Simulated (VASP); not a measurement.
# Re in VASP: a series of runs

Re is run at these levels: PBE; tasks: single point, relaxation of the atoms.

Program: VASP 6.6.1. These are calculated values, not measurements. Logs are shortened: lines on timing, memory, paths and dates and some standing lists are left out, and cuts for length are marked.

### Step 1. The cell of the first run

It takes space group P-3m1 (No. 164, trigonal). The conventional cell has a = 2.761 Å, b = 2.761 Å, c = 4.458 Å, α = 90.00°, β = 90.00°, γ = 120.00°. Re (site symmetry 3m) has 12 Re at 2.68 to 2.80 Å within 3.5 Å.

### Step 2. Single point, PBE

INCAR reads:

```
ALGO = Normal ; EDIFF = 1E-6
ENCUT = 600 ; GGA = PE
GGA_COMPAT = False ; ISIF = 2
ISMEAR = 1 ; LASPH = True
LCHARG = True ; LELF = True
LREAL = False ; LVHAR = True
LWAVE = False ; NBANDS = 14
NELM = 120 ; PREC = Accurate
SIGMA = 0.1
```

KPOINTS reads:

```
k-points
0
Gamma
  7 7 4
```

POSCAR reads:

```
Re
1.0
    2.7608000377      0.0000000000      0.0000000000
   -1.3804000188      2.3909229674      0.0000000000
    0.0000000000      0.0000000000      4.4582000000
Re
2
Direct
    0.3393618043      0.6714843441      0.2423786262
    0.6727225080      0.3381939965      0.7583385188
```

Potentials or basis: VASP PAW PBE potentials, release 64 (Re).

Launch:

```console
$ cat potpaw_PBE.64/Re/POTCAR > POTCAR
$ mpirun -np 1 vasp_std > vasp.out
```

OUTCAR:

```text
EDIFF = 1E-6
   ENCUT = 600
   GGA = PE
   ISIF = 2
   ISMEAR = 1
   LASPH = True
   LREAL = False
   NELM = 120
   PREC = Accurate

 ion  position               nearest neighbor table
   1  0.339  0.671  0.242-   2 2.68   2 2.68   2 2.68   2 2.80   2 2.80   2 2.80
   2  0.673  0.338  0.758-   1 2.68   1 2.68   1 2.68   1 2.80   1 2.80   1 2.80

  LATTYP: Found a hexagonal cell.
 ALAT       =     2.7608000377
 C/A-ratio  =     1.6148217687

  Lattice vectors:

 A1 = (   2.7608000377,   0.0000000000,   0.0000000000)
 A2 = (  -1.3804000188,   2.3909229674,   0.0000000000)
 A3 = (   0.0000000000,   0.0000000000,   4.4582000000)

Analysis of symmetry for initial positions (statically):
=====================================================================
 Subroutine PRICEL returns:
 Original cell was already a primitive cell.

 Routine SETGRP: Setting up the symmetry group for a
 hexagonal supercell.

 Subroutine GETGRP returns: Found  2 space group operations
 (whereof  1 operations were pure point group operations)
 out of a pool of 24 trial point group operations.

The static configuration has the point symmetry C_1 .
 The point group associated with its full space group is S_2 .

Analysis of symmetry for dynamics (positions and initial velocities):
=====================================================================
 Subroutine PRICEL returns:
 Original cell was already a primitive cell.

 Routine SETGRP: Setting up the symmetry group for a
 hexagonal supercell.

 Subroutine GETGRP returns: Found  2 space group operations
 (whereof  1 operations were pure point group operations)
 out of a pool of 24 trial point group operations.

The dynamic configuration has the point symmetry C_1 .
 The point group associated with its full space group is S_2 .

 Subroutine INISYM returns: Found  2 space group operations
 (whereof  1 operations are pure point group operations),
 and found     1 'primitive' translations

----------------------------------------------------------------------------------------

                                     Primitive cell

  volume of cell :      29.4280

  direct lattice vectors                    reciprocal lattice vectors
     2.760800038  0.000000000  0.000000000     0.362213846  0.209124262  0.000000000
    -1.380400019  2.390922967  0.000000000     0.000000000  0.418248523  0.000000000
     0.000000000  0.000000000  4.458200000     0.000000000  0.000000000  0.224305774

  length of vectors
     2.760800038  2.760800038  4.458200000     0.418248523  0.418248523  0.224305774

  position of ions in fractional coordinates (direct lattice)
     0.339361804  0.671484344  0.242378626
     0.672722508  0.338193997  0.758338519

  ion indices of the primitive-cell ions
   primitive index   ion index
                 1           1
                 2           2

----------------------------------------------------------------------------------------

 KPOINTS: k-points

Automatic generation of k-mesh.
 Grid dimensions read from file:
 generate k-points for:    7    7    4

 Generating k-lattice:

  Cartesian coordinates                     Fractional coordinates (reciprocal lattice)
     0.051744835  0.029874895  0.000000000     0.142857143 -0.000000000  0.000000000
     0.000000000  0.059749789  0.000000000     0.000000000  0.142857143  0.000000000
     0.000000000  0.000000000  0.056076443     0.000000000  0.000000000  0.250000000

  Length of vectors
     0.059749789  0.059749789  0.056076443

  Shift w.r.t. Gamma in fractional coordinates (k-lattice)
     0.000000000  0.000000000  0.000000000

 Subroutine IBZKPT returns following result:
 ===========================================

 Found     99 irreducible k-points:

 Following reciprocal coordinates:
            Coordinates               Weight
  0.000000  0.000000  0.000000      1.000000
  0.142857  0.000000  0.000000      2.000000
  0.000000  0.142857  0.000000      2.000000
 -0.142857  0.142857  0.000000      2.000000
  0.285714 -0.000000  0.000000      2.000000
  0.000000  0.285714  0.000000      2.000000
[... 16 lines left out ...]
  0.285714  0.285714  0.000000      2.000000
 -0.285714 -0.428571  0.000000      2.000000
 [... further k-points ...]
   k-points           NKPTS =     99   k-points in BZ     NKDIM =     99   number of bands    NBANDS=     14
   number of dos      NEDOS =    301   number of ions     NIONS =      2
   total plane-waves  NPLWV =  20736
   dimension x,y,z NGX =    24 NGY =   24 NGZ =   36
   dimension x,y,z NGXF=    48 NGYF=   48 NGZF=   72
   ions per type =               2
   NGX,Y,Z   is equivalent  to a cutoff of  14.45, 14.45, 13.42 a.u.
   NGXF,Y,Z  is equivalent  to a cutoff of  28.90, 28.90, 26.85 a.u.
 SYSTEM =  unknown system
   PREC   = accura    normal or accurate (medium, high low for compatibility)
   ISTART =      0    job   : 0-new  1-cont  2-samecut
   ICHARG =      2    charge: 1-file 2-atom 10-const
   ISPIN  =      1    spin polarized calculation?
   LNONCOLLINEAR =      F non collinear calculations
   LSORBIT =      F    spin-orbit coupling
   LASPH  =      T    aspherical Exc in radial PAW
   ENCUT  =  600.0 eV  44.10 Ry    6.64 a.u.   5.51  5.51  8.90*2*pi/ulx,y,z
   NELM   =    120;   NELMIN=  2; NELMDL= -5     # of ELM steps
   EDIFF  = 0.1E-05   stopping-criterion for ELM
   LREAL  =      F    real-space projection
   EDIFFG = 0.1E-04   stopping-criterion for IOM
   NSW    =      0    number of steps for IOM
   IBRION =     -1    ionic relax: 0-MD 1-quasi-New 2-CG
   NFREE  =      0    steps in history (QN), initial steepest desc. (CG)
   ISIF   =      2    stress and relaxation
   ISYM   =      2    0-nonsym 1-usesym 2-fastsym
   POTIM  = 0.5000    time-step for ionic-motion
   TEBEG  =    0.0;   TEEND  =   0.0 temperature during run
   PSTRESS=    0.0 pullay stress
   NELECT =      14.0000    total number of electrons
   NUPDOWN=      -1.0000    fix difference up-down
   EMIN   =  10.00;   EMAX   =-10.00  energy-range for DOS
   EFERMI =   0.00;   METHOD = LEGACY
   ISMEAR =     1;   SIGMA  =   0.10  broadening in eV -4-tet -1-fermi 0-gaus
   EFERMI_NEDOS =   21; number of points for ismear=-14 and -15
   IALGO  =     38    algorithm
   IMIX   =      4    mixing-type and parameters
     AMIX     =   0.40;   BMIX     =  1.00
     AMIX_MAG =   1.60;   BMIX_MAG =  1.00
  volume/ion in A,a.u.               =      14.71        99.29
  Fermi-wavevector in a.u.,A,eV,Ry     =   1.278000  2.415070 22.222174  1.633284
  Thomas-Fermi vector in A             =   2.410568
   LORBIT       =      0    0 simple, 1 ext, 2 COOP (PROOUT), +10 PAW based schemes
   GGA     = PE    functional components
   LHFCALC =     F    Hartree Fock is set to
   AEXX    =    0.0000 exact exchange contribution
   IVDW    =     0    specifies the selected vdW correction
   LEPSILON=     F    determine dielectric tensor
   LRPA    =     F    only Hartree local field effects (RPA)
 non-spin polarized calculation
 Methfessel and Paxton  Order N= 1 SIGMA  =   0.10
  energy-cutoff  :      600.00
  volume of cell :       29.43
 maximum number of plane-waves:      1014
 NGX is ok and might be reduce to    24
   NGX = 11   NGY = 11   NGZ = 17

 number of electron      14.0000000 magnetization

 Free energy of the ion-electron system (eV)
  ---------------------------------------------------
  ext. energy  EPLUGINS =         0.00000000
  ---------------------------------------------------
  free energy    TOTEN  =       -24.85271486 eV

  energy without entropy =      -24.85353120  energy(sigma->0) =      -24.85298697

 E-fermi :   7.8628     XC(G=0): -13.7235

 val. band max:        7.8399571994   @ k =   0.0000   0.1429   0.0000
 cond. band min:       7.9525461250   @ k =  -0.2857   0.1429   0.0000
 fundamental gap:      0.1125889256
 Fermi energy:         7.8628323764

 k-point     1 :       0.0000    0.0000    0.0000
  band No.  band energies     occupation
      1      -1.9794      2.00000
      2       1.2527      2.00000
      3       6.2935      2.00000
      4       6.2936      2.00000
      5       6.3071      2.00000
      6       7.0944      2.00000
      7       7.0946      2.00000
      8       8.1307     -0.00100
      9       8.1314     -0.00097
     10       8.5570     -0.00000
     11      11.2860      0.00000
     12      11.2869      0.00000
     13      17.8026      0.00000
     14      22.0173      0.00000

 k-point     2 :       0.1429    0.0000    0.0000
  band No.  band energies     occupation
      1      -1.1733      2.00000
      2       1.9698      2.00000
      3       5.2329      2.00000
      4       6.3152      2.00000
      5       6.5827      2.00000
      6       7.0391      2.00000
      7       7.2989      2.00000
      8       7.4230      2.00000
      9       7.8394      1.38489
     10       7.9686     -0.06019
     11      11.6413      0.00000
     12      13.8350      0.00000
     13      17.7357      0.00000
     14      23.6639      0.00000

 k-point     3 :       0.0000    0.1429    0.0000
  band No.  band energies     occupation
      1      -1.1733      2.00000
      2       1.9698      2.00000
      3       5.2331      2.00000
      4       6.3150      2.00000
      5       6.5828      2.00000
      6       7.0390      2.00000
      7       7.2987      2.00000
      8       7.4228      2.00000
      9       7.8400      1.37617
     10       7.9686     -0.06030
     11      11.6418      0.00000
     12      13.8345      0.00000
     13      17.7357      0.00000
     14      23.6641      0.00000
[... 324 lines left out ...]
 k-point    23 :       0.2857    0.2857    0.0000
  band No.  band energies     occupation
      1       2.7327      2.00000
      2       3.4055      2.00000
      3       3.9123      2.00000
      4       4.3449      2.00000
      5       5.5333      2.00000
      6       6.1923      2.00000
      7       7.5859      2.00064
      8      10.2383      0.00000
      9      11.4988      0.00000
     10      11.5819      0.00000
     11      14.3685      0.00000
     12      15.2074      0.00000
     13      16.7582      0.00000
     14      20.5795      0.00000

 k-point    24 :      -0.2857   -0.4286    0.0000
  band No.  band energies     occupation
      1       2.7326      2.00000
      2       3.4055      2.00000
      3       3.9123      2.00000
      4       4.3449      2.00000
      5       5.5333      2.00000
      6       6.1923      2.00000
      7       7.5859      2.00064
      8      10.2383      0.00000
      9      11.4988      0.00000
     10      11.5820      0.00000
     11      14.3685      0.00000
     12      15.2074      0.00000
     13      16.7581      0.00000
     14      20.5795      0.00000

 [... further k-points ...]
[... 5 lines left out ...]
  --------------------------------------------------------------------------------------
  -------------------------------------------------------------------------------------
  Total        1.0960450      1.0952176      1.1955346      0.0000798      0.0002370      0.0000477
  in kB       59.6731407     59.6280902     65.0897561      0.0043446      0.0129006      0.0025982
  external PRESSURE =      61.4636623 kB  Pullay stress =       0.0000000 kB

 VOLUME and BASIS-vectors are now :
 -----------------------------------------------------------------------------
  energy-cutoff  :      600.00
  volume of cell :       29.43
      direct lattice vectors                 reciprocal lattice vectors
     2.760800038  0.000000000  0.000000000     0.362213846  0.209124262  0.000000000
    -1.380400019  2.390922967  0.000000000     0.000000000  0.418248523  0.000000000
     0.000000000  0.000000000  4.458200000     0.000000000  0.000000000  0.224305774

 POSITION                                       TOTAL-FORCE (eV/Angst)
 -----------------------------------------------------------------------------------
      0.00999      1.60547      1.08057         0.000077      0.000444     -0.031877
      1.39041      0.80860      3.38082        -0.000077     -0.000444      0.031877
 -----------------------------------------------------------------------------------
    total drift:                                0.000001      0.000001     -0.000000

  FREE ENERGIE OF THE ION-ELECTRON SYSTEM (eV)
  ---------------------------------------------------
  free  energy   TOTEN  =       -24.8527148586 eV

  energy  without entropy=      -24.8535312023  energy(sigma->0) =      -24.85298697
```

Run time: 47 s. Hardware: 1 thread of Intel Xeon Platinum 8259CL at 2.50GHz (Skylake/Cascade Lake), shared host; peak memory 0.18 GiB.

Results:

```
Free energy            : -24.8527 eV
Pressure               : 6.1 GPa
Largest force          : 0.032 eV/Å
Band gap on the k mesh : zero (bands 7 and 8 overlap by 2.50 eV)
```

Forces in eV/Å, atoms in the order of the input:
```
Re   0.000  0.000 -0.032
Re   0.000  0.000  0.032
```

Stress tensor (GPa, compression positive):
```
5.97 0.00 0.00
0.00 5.96 0.00
0.00 0.00 6.51
```

Caveat: the k points lie up to 0.38 Å⁻¹ apart, too coarse for converged energies and pressures of a metal; spin-orbit coupling is left out, which moves the levels of the heavy elements.

### Step 3. Relaxation of the atoms, PBE

INCAR reads:

```
SYSTEM = Re
ALGO = Normal
EDIFF = 1E-7
EDIFFG = -0.03
ENCUT = 520
GGA = PE
GGA_COMPAT = .False.
IBRION = 2
ISIF = 2
ISMEAR = 1
LASPH = .True.
LCHARG = .False.
LREAL = .False.
LWAVE = .False.
NELM = 120
NELMIN = 4
NSW = 80
PREC = Accurate
SIGMA = 0.1
```

KPOINTS reads:

```
k-points
0
Gamma
  7 7 4
  0 0 0
```

POSCAR reads:

```
Re
1.0
    2.7608000000      0.0000000000      0.0000000000
   -1.3804000000      2.3909230000      0.0000000000
    0.0000000000      0.0000000000      4.4582000000
Re
2
Direct
    0.3333333333      0.6666666667      0.2500000000
    0.6666666667      0.3333333333      0.7500000000
```

Potentials or basis: VASP PAW PBE potentials, release 64 (Re).

Launch:

```console
$ cat potpaw_PBE.64/Re/POTCAR > POTCAR
$ mpirun -np 1 vasp_std > vasp.out
```

Run time: 14 s. Hardware: 1 thread of Intel Xeon Platinum 8259CL at 2.50GHz (Skylake/Cascade Lake), shared host; peak memory 0.15 GiB.

Results (log left out):

```yaml
Free_energy: -24.8328 eV
Pressure_after_relaxing: 5.5 GPa
Band_gap_on_the_k_mesh: zero (bands 7 and 8 overlap by 2.66 eV)
```

Stress tensor (GPa, compression positive):
```
3.98 0.00 0.00
0.00 3.98 0.00
0.00 0.00 8.55
```

Final structure:
```
CELL_PARAMETERS angstrom
2.76080 0.00000 0.00000
-1.38040 2.39092 0.00000
0.00000 0.00000 4.45820
ATOMIC_POSITIONS crystal
Re 0.33333 0.66667 0.25000
Re 0.66667 0.33333 0.75000
```

Levels at points of the mesh, in eV from the Fermi level:
```tsv
k point	band 3	band 4	band 5	band 6	band 7	band 8	band 9	band 10	band 11
(0.00, 0.00, 0.00)	-1.58	-1.57	-1.57	-0.73	-0.73	0.19	0.19	0.61	3.37
(0.00, 0.00, 0.50)	-2.39	-2.39	-1.70	-1.70	-1.70	-1.70	2.55	2.55	2.55
```

Caveat: the k points lie up to 0.38 Å⁻¹ apart, too coarse for converged energies and pressures of a metal; the relaxation stopped at its first step, so nothing moved; spin-orbit coupling is left out, which moves the levels of the heavy elements.
